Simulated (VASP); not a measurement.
# Ba16O (a cell with a defect) in VASP: single point with PBE+D3(BJ)

Aim: the single point of Ba16O (a cell with a defect) with PBE+D3(BJ).

All numbers are computed with VASP 6.6.1; they aren't measurements. Logs are shortened: lines on timing, memory, paths and dates and some standing lists are left out, and cuts for length are marked.

### 1 The cell of the first run

The cell holds a defect, 17 atoms: a = 10.040 Å, b = 10.040 Å, c = 10.040 Å, α = 90.00°, β = 90.00°, γ = 90.00°.

### 2 Single point, PBE+D3(BJ)

The input, INCAR:

```
SYSTEM = Ba16O
PREC = Accurate
ENCUT = 520
EDIFF = 1E-6
ISMEAR = 0
SIGMA = 0.1
LREAL = Auto
LASPH = .TRUE.
NELM = 60
ALGO = Normal
ISIF = 2
LWAVE = .FALSE.
LCHARG = .FALSE.
GGA = PE
IVDW = 12
NBANDS = 97
```

The input, KPOINTS:

```
regular mesh
0
G
  2 2 2
  0 0 0
```

The input, POSCAR:

```
Ba16O
1.0
   10.0400000000      0.0000000000      0.0000000000
    0.0000000000     10.0400000000      0.0000000000
    0.0000000000      0.0000000000     10.0400000000
Ba O
16 1
Direct
    0.0311381384      0.0001062064      0.0027355410
    0.4694017962      0.0001072210      0.0027396165
    0.0046095313      0.5001472840      0.0026580218
   -0.0101060770      0.0001068244      0.5142753725
    0.2501568359      0.2191513634      0.2468874994
    0.4957928746      0.5001467403      0.0027400640
    0.5104833115      0.0001072541      0.5141506996
    0.7502754052      0.2456532250      0.2471986849
   -0.0067336986      0.5000820738      0.4930166530
    0.2501549207      0.7810643248      0.2469425080
    0.2502296325      0.2604541840      0.7357677469
    0.5071549188      0.5000810374      0.4929311558
    0.7502763051      0.7545546249      0.2472384329
    0.7501894420      0.2571926519      0.7567706538
    0.2502285866      0.7397246686      0.7357092670
    0.7501907441      0.7430117874      0.7567157995
    0.2503580729      1.0001395988      0.1245796635
```

Potentials or basis: VASP PAW PBE potentials, release 64 (Ba_sv, O).

Run with:

```console
> cat potpaw_PBE.64/Ba_sv/POTCAR potpaw_PBE.64/O/POTCAR > POTCAR
> mpirun -np 1 vasp_std > vasp.out
```

OUTCAR:

```text
SYSTEM = Ba16O
   PREC = Accurate
   ENCUT = 520
   EDIFF = 1E-6
   ISMEAR = 0
   LREAL = Auto
   LASPH = .TRUE.
   NELM = 60
   ISIF = 2
   GGA = PE
   IVDW = 12
 IVDW          = 12

 ion  position               nearest neighbor table
   1  0.031  0.000  0.003-  17 2.52   5 3.96  10 3.96  11 4.34  15 4.34   2 4.40   8 4.48  13 4.48
                            14 4.55  16 4.55
   2  0.469  0.000  0.003-  17 2.52   5 3.96  10 3.96  11 4.34  15 4.34   1 4.40   8 4.48  13 4.48
                            14 4.55  16 4.55
   3  0.005  0.500  0.003-  16 4.31  14 4.31  15 4.36  11 4.36  13 4.37   8 4.37  10 4.48   5 4.48

   4  0.990  0.000  0.514-  16 4.29  14 4.29  15 4.31  11 4.31  10 4.34   5 4.34  13 4.37   8 4.37

   5  0.250  0.219  0.247-  17 2.52   1 3.96   2 3.96   7 4.34   4 4.34  10 4.40   3 4.48   6 4.48
                             9 4.55  12 4.55
   6  0.496  0.500  0.003-  16 4.31  14 4.31  15 4.36  11 4.37  13 4.37   8 4.37  10 4.48   5 4.48

   7  0.510  0.000  0.514-  16 4.29  14 4.29  15 4.31  11 4.31  10 4.34   5 4.34  13 4.37   8 4.37

   8  0.750  0.246  0.247-   9 4.31  12 4.31   4 4.37   7 4.37   3 4.37   6 4.37   1 4.48   2 4.48

   9  0.993  0.500  0.493-  15 4.29  11 4.29   8 4.31  13 4.31  16 4.35  14 4.35   5 4.55  10 4.55

  10  0.250  0.781  0.247-  17 2.52   1 3.96   2 3.96   7 4.34   4 4.34   5 4.40   3 4.48   6 4.48
                             9 4.55  12 4.55
  11  0.250  0.260  0.736-   9 4.29  12 4.29   4 4.31   7 4.31   1 4.34   2 4.34   3 4.36   6 4.37

  12  0.507  0.500  0.493-  15 4.29  11 4.29   8 4.31  13 4.31  16 4.35  14 4.35   5 4.55  10 4.55

  13  0.750  0.755  0.247-   9 4.31  12 4.31   4 4.37   7 4.37   3 4.37   6 4.37   1 4.48   2 4.48

  14  0.750  0.257  0.757-   4 4.29   7 4.29   3 4.31   6 4.31   9 4.35  12 4.35   2 4.55   1 4.55

  15  0.250  0.740  0.736-   9 4.29  12 4.29   4 4.31   7 4.31   1 4.34   2 4.34   3 4.36   6 4.36

  16  0.750  0.743  0.757-   4 4.29   7 4.29   3 4.31   6 4.31   9 4.35  12 4.35   2 4.55   1 4.55

  17  0.250  0.000  0.125-   2 2.52   1 2.52   5 2.52  10 2.52

  LATTYP: Found a simple cubic cell.
 ALAT       =    10.0400000000

  Lattice vectors:

 A1 = (  10.0400000000,   0.0000000000,   0.0000000000)
 A2 = (   0.0000000000,  10.0400000000,   0.0000000000)
 A3 = (   0.0000000000,   0.0000000000,  10.0400000000)

Analysis of symmetry for initial positions (statically):
=====================================================================
 Subroutine PRICEL returns:
 Original cell was already a primitive cell.

 Routine SETGRP: Setting up the symmetry group for a
 simple cubic supercell.

 Subroutine GETGRP returns: Found  1 space group operations
 (whereof  1 operations were pure point group operations)
 out of a pool of 48 trial point group operations.

The static configuration has the point symmetry C_1 .

Analysis of symmetry for dynamics (positions and initial velocities):
=====================================================================
 Subroutine PRICEL returns:
 Original cell was already a primitive cell.

 Routine SETGRP: Setting up the symmetry group for a
 simple cubic supercell.

 Subroutine GETGRP returns: Found  1 space group operations
 (whereof  1 operations were pure point group operations)
 out of a pool of 48 trial point group operations.

The dynamic configuration has the point symmetry C_1 .

 Subroutine INISYM returns: Found  1 space group operations
 (whereof  1 operations are pure point group operations),
 and found     1 'primitive' translations

----------------------------------------------------------------------------------------

                                     Primitive cell

  volume of cell :    1012.0481

  direct lattice vectors                    reciprocal lattice vectors
    10.040000000  0.000000000  0.000000000     0.099601594  0.000000000  0.000000000
     0.000000000 10.040000000  0.000000000     0.000000000  0.099601594  0.000000000
     0.000000000  0.000000000 10.040000000     0.000000000  0.000000000  0.099601594

  length of vectors
    10.040000000 10.040000000 10.040000000     0.099601594  0.099601594  0.099601594

  position of ions in fractional coordinates (direct lattice)
     0.031138138  0.000106206  0.002735541
     0.469401796  0.000107221  0.002739617
     0.004609531  0.500147284  0.002658022
     0.989893923  0.000106824  0.514275373
     0.250156836  0.219151363  0.246887499
     0.495792875  0.500146740  0.002740064
[... 9 lines left out ...]
     0.750190744  0.743011787  0.756715800
     0.250358073  0.000139599  0.124579664

  ion indices of the primitive-cell ions
   primitive index   ion index
                 1           1
                 2           2
                 3           3
                 4           4
                 5           5
                 6           6
[... 9 lines left out ...]
                16          16
                17          17

----------------------------------------------------------------------------------------

 KPOINTS: regular mesh

Automatic generation of k-mesh.
 Grid dimensions read from file:
 generate k-points for:    2    2    2

 Generating k-lattice:

  Cartesian coordinates                     Fractional coordinates (reciprocal lattice)
     0.049800797  0.000000000  0.000000000     0.500000000  0.000000000  0.000000000
     0.000000000  0.049800797  0.000000000     0.000000000  0.500000000  0.000000000
     0.000000000  0.000000000  0.049800797     0.000000000  0.000000000  0.500000000

  Length of vectors
     0.049800797  0.049800797  0.049800797

  Shift w.r.t. Gamma in fractional coordinates (k-lattice)
     0.000000000  0.000000000  0.000000000

 Subroutine IBZKPT returns following result:
 ===========================================

 Found      8 irreducible k-points:

 Following reciprocal coordinates:
            Coordinates               Weight
  0.000000  0.000000  0.000000      1.000000
  0.500000  0.000000  0.000000      1.000000
  0.000000  0.500000  0.000000      1.000000
  0.000000  0.000000  0.500000      1.000000
  0.500000  0.500000  0.000000      1.000000
  0.000000  0.500000  0.500000      1.000000
  0.500000  0.000000  0.500000      1.000000
  0.500000  0.500000  0.500000      1.000000
   k-points           NKPTS =      8   k-points in BZ     NKDIM =      8   number of bands    NBANDS=     97
   number of dos      NEDOS =    301   number of ions     NIONS =     17
   total plane-waves  NPLWV = 512000
   dimension x,y,z NGX =    80 NGY =   80 NGZ =   80
   dimension x,y,z NGXF=   160 NGYF=  160 NGZF=  160
   ions per type =              16   1
   NGX,Y,Z   is equivalent  to a cutoff of  13.25, 13.25, 13.25 a.u.
   NGXF,Y,Z  is equivalent  to a cutoff of  26.49, 26.49, 26.49 a.u.
 SYSTEM =  Ba16O
   PREC   = accura    normal or accurate (medium, high low for compatibility)
   ISTART =      0    job   : 0-new  1-cont  2-samecut
   ICHARG =      2    charge: 1-file 2-atom 10-const
   ISPIN  =      1    spin polarized calculation?
   LNONCOLLINEAR =      F non collinear calculations
   LSORBIT =      F    spin-orbit coupling
   LASPH  =      T    aspherical Exc in radial PAW
   ENCUT  =  520.0 eV  38.22 Ry    6.18 a.u.  18.67 18.67 18.67*2*pi/ulx,y,z
   NELM   =     60;   NELMIN=  2; NELMDL= -5     # of ELM steps
   EDIFF  = 0.1E-05   stopping-criterion for ELM
   LREAL  =      T    real-space projection
   EDIFFG = 0.1E-04   stopping-criterion for IOM
   NSW    =      0    number of steps for IOM
   IBRION =     -1    ionic relax: 0-MD 1-quasi-New 2-CG
   NFREE  =      0    steps in history (QN), initial steepest desc. (CG)
   ISIF   =      2    stress and relaxation
   ISYM   =      2    0-nonsym 1-usesym 2-fastsym
   POTIM  = 0.5000    time-step for ionic-motion
   TEBEG  =    0.0;   TEEND  =   0.0 temperature during run
   PSTRESS=    0.0 pullay stress
   NELECT =     166.0000    total number of electrons
   NUPDOWN=      -1.0000    fix difference up-down
   EMIN   =  10.00;   EMAX   =-10.00  energy-range for DOS
   EFERMI =   0.00;   METHOD = LEGACY
   ISMEAR =     0;   SIGMA  =   0.10  broadening in eV -4-tet -1-fermi 0-gaus
   EFERMI_NEDOS =   21; number of points for ismear=-14 and -15
   IALGO  =     38    algorithm
   IMIX   =      4    mixing-type and parameters
     AMIX     =   0.40;   BMIX     =  1.00
     AMIX_MAG =   1.60;   BMIX_MAG =  1.00
  volume/ion in A,a.u.               =      59.53       401.74
  Fermi-wavevector in a.u.,A,eV,Ry     =   0.896143  1.693464 10.926453  0.803072
  Thomas-Fermi vector in A             =   2.018564
   LORBIT       =      0    0 simple, 1 ext, 2 COOP (PROOUT), +10 PAW based schemes
   GGA     = PE    functional components
   LHFCALC =     F    Hartree Fock is set to
   AEXX    =    0.0000 exact exchange contribution
   IVDW    =    12    specifies the selected vdW correction
   LEPSILON=     F    determine dielectric tensor
   LRPA    =     F    only Hartree local field effects (RPA)
 non-spin polarized calculation
 Gauss-broadening in eV      SIGMA  =   0.10
  energy-cutoff  :      520.00
  volume of cell :     1012.05
 maximum number of plane-waves:     27278
 NGX is ok and might be reduce to    80
   NGX = 37   NGY = 37   NGZ = 37

 number of electron     165.9999997 magnetization

 Free energy of the ion-electron system (eV)
  ---------------------------------------------------
  ext. energy  EPLUGINS =         0.00000000
  ---------------------------------------------------
  free energy    TOTEN  =       -40.22507793 eV

  energy without entropy =      -40.16901372  energy(sigma->0) =      -40.19704583

 E-fermi :   1.6962     XC(G=0):  -7.4187

 val. band max:        1.6625159688   @ k =   0.5000   0.0000   0.0000
 cond. band min:       1.7286668941   @ k =   0.5000   0.0000   0.0000
 fundamental gap:      0.0661509253
 Fermi energy:         1.6961758097

 k-point     1 :       0.0000    0.0000    0.0000
  band No.  band energies     occupation
      1     -27.2412      2.00000
      2     -27.2127      2.00000
      3     -27.2113      2.00000
      4     -27.2111      2.00000
      5     -27.2103      2.00000
      6     -27.2081      2.00000
[... 773 lines left out ...]
     94       2.2208      0.00000
     95       2.2332      0.00000
 [bands above 95 left out]

------------------------ aborting loop because EDIFF is reached ----------------------------------------

 Edisp (eV)   -3.26610

 E8    (eV) :    -1.8658

  FORCE on cell =-STRESS in cart. coord.  units (eV):
  Direction    XX          YY          ZZ          XY          YZ          ZX
  --------------------------------------------------------------------------------------
  -------------------------------------------------------------------------------------
  Total      -1.15011    -1.15152    -0.52031     0.00047     0.00306    -0.00290
  in kB      -1.82074    -1.82297    -0.82370     0.00074     0.00485    -0.00459
  external pressure =       -1.49 kB  Pullay stress =        0.00 kB

 VOLUME and BASIS-vectors are now :
 -----------------------------------------------------------------------------
  energy-cutoff  :      520.00
  volume of cell :     1012.05
      direct lattice vectors                 reciprocal lattice vectors
    10.040000000  0.000000000  0.000000000     0.099601594  0.000000000  0.000000000
     0.000000000 10.040000000  0.000000000     0.000000000  0.099601594  0.000000000
     0.000000000  0.000000000 10.040000000     0.000000000  0.000000000  0.099601594

 POSITION                                       TOTAL-FORCE (eV/Angst)
 -----------------------------------------------------------------------------------
      0.31263      0.00107      0.02746        -0.202954     -0.000723     -0.088560
      4.71279      0.00108      0.02751         0.204461     -0.000714     -0.089181
      0.04628      5.02148      0.02669         0.003194     -0.000010      0.019365
      9.93853      0.00107      5.16332        -0.009653      0.000073      0.009056
      2.51157      2.20028      2.47875         0.000269      0.201762      0.089550
      4.97776      5.02147      0.02751        -0.003051      0.000006      0.019306
[... 9 lines left out ...]
      7.53192      7.45984      7.59743        -0.000734      0.011515      0.018097
      2.51360      0.00140      1.25078        -0.001751     -0.001154      0.000631
 -----------------------------------------------------------------------------------
    total drift:                                0.002239      0.001894     -0.001609

  FREE ENERGIE OF THE ION-ELECTRON SYSTEM (eV)
  ---------------------------------------------------
  free  energy   TOTEN  =       -43.4911796310 eV

  energy  without entropy=      -43.4351154206  energy(sigma->0) =      -43.46314753
```

Wall time 44 min (1 thread of Oxide Virtual Turin-like, shared host); peak memory 1.2 GiB.

Results:

* Free energy: -43.4912 eV
* Pressure: -0.1 GPa
* Largest force: 0.223 eV/Å
* Band gap on the k mesh: zero (bands 83 and 84 overlap by 0.41 eV)
* Dispersion energy per atom: -0.192 eV

Forces on the atoms (eV/Å):
```
Ba  -0.203 -0.001 -0.089
Ba   0.204 -0.001 -0.089
Ba   0.003  0.000  0.019
Ba  -0.010  0.000  0.009
Ba   0.000  0.202  0.090
Ba  -0.003  0.000  0.019
Ba   0.009  0.000  0.010
Ba   0.000 -0.003 -0.019
Ba   0.011  0.000 -0.017
Ba   0.000 -0.199  0.087
Ba   0.000  0.010 -0.010
Ba  -0.010  0.000 -0.018
Ba   0.000  0.003 -0.019
Ba   0.000 -0.011  0.018
Ba   0.000 -0.010 -0.010
Ba  -0.001  0.012  0.018
O   -0.002 -0.001  0.001
```

Stress tensor (GPa, compression positive):
```
-0.18  0.00  0.00
 0.00 -0.18  0.00
 0.00  0.00 -0.08
```

Levels at points of the mesh, in eV from the Fermi level:
```tsv
k point	band 81	band 82	band 83	band 84	band 85	band 86
(0.00, 0.00, 0.00)	-0.65	-0.34	-0.32	0.43	0.45	0.47
(0.50, 0.00, 0.00)	-0.30	-0.29	-0.26	-0.19	-0.03	0.03
(0.00, 0.50, 0.00)	-0.30	-0.29	-0.26	-0.19	-0.03	0.03
(0.00, 0.00, 0.50)	-0.29	-0.26	-0.13	-0.13	-0.04	0.11
(0.50, 0.50, 0.00)	-0.24	-0.17	-0.17	-0.09	0.11	0.17
(0.00, 0.50, 0.50)	-0.26	-0.24	-0.21	0.10	0.13	0.20
(0.50, 0.00, 0.50)	-0.26	-0.24	-0.21	0.10	0.13	0.20
(0.50, 0.50, 0.50)	0.23	0.23	0.23	0.23	0.26	0.28
```

Caveat: spin-orbit coupling is left out, which moves the levels of the heavy elements.

The gap in the log of VASP goes by the Fermi energy; the results here count the filled bands.